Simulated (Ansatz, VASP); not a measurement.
**Two plane-wave programs on Cu**

The input INCAR:

```
  PREC = Accurate
  ENCUT = 520
  EDIFF = 1E-6
  ISMEAR = 0
  SIGMA = 0.15
  LREAL = False
  LASPH = True
  NELM = 100
  ALGO = Fast
  ISIF = 2
  LWAVE = False
  LCHARG = False
  GGA = PE
  NBANDS = 12
```

File KPOINTS:

```
regular mesh
0
Gamma
  28 28 28
```

Contents of POSCAR:

```
Cu
1.0
    0.0000000000      1.7785766452      1.8148741278
    1.8148741278      0.0000000000      1.8148741278
    1.8148741278      1.7785766452      0.0000000000
Cu
1
Direct
    0.0000000000      0.0000000000      0.0000000000
```

Input for Ansatz:

```yaml
crystal:
  lattice:
    - [0.0, 1.7785766452, 1.8148741278]
    - [1.8148741278, 0.0, 1.8148741278]
    - [1.8148741278, 1.7785766452, 0.0]
  atoms:
    - { symbol: Cu, position: [0.0, 0.0, 0.0] }
basis:
  ecutwfc: 420
kpoints:
  mp_grid: { grid: [28, 28, 28] }
hamiltonian:
  xc: pbe
scf:
  occupations: { method: gaussian, width: 0.15 }
output:
  forces: true
  stress: true
  eigenvalues: true
```

Change from the starting cell: strain -0.0200 x Voigt [0, 1, 0, 0, 0, 0], atoms carried along.

Alike in both runs: task single point; functional PBE; k mesh 28 × 28 × 28; occupations gaussian, width 0.15 eV; no spin polarisation.

|  | VASP | Ansatz |
| --- | --- | --- |
| version | VASP 6.6.1 | Ansatz 0.2.0 |
| potentials or method | VASP PAW PBE potentials, release 64 (Cu), cutoff 520 eV | scalar-relativistic, plane waves, PAW |
| valence electrons in the cell | 11 | 19 |

Ansatz gave:

- gap on the k mesh at the Fermi level (eV): none
- pressure (GPa): 3.0
- traceless stress, the component that is largest in VASP (GPa): 0.77

Q: Estimate VASP's values.

A: gap on the k mesh at the Fermi level (eV): none; pressure (GPa): 3.4; traceless stress, the component that is largest in VASP (GPa): 0.76.

A gap of «none» marks a metal or a gap that the smearing closes. VASP's potentials hold 11 valence electrons a cell and Ansatz's 19, so a difference there can come from the potentials and not from the codes.
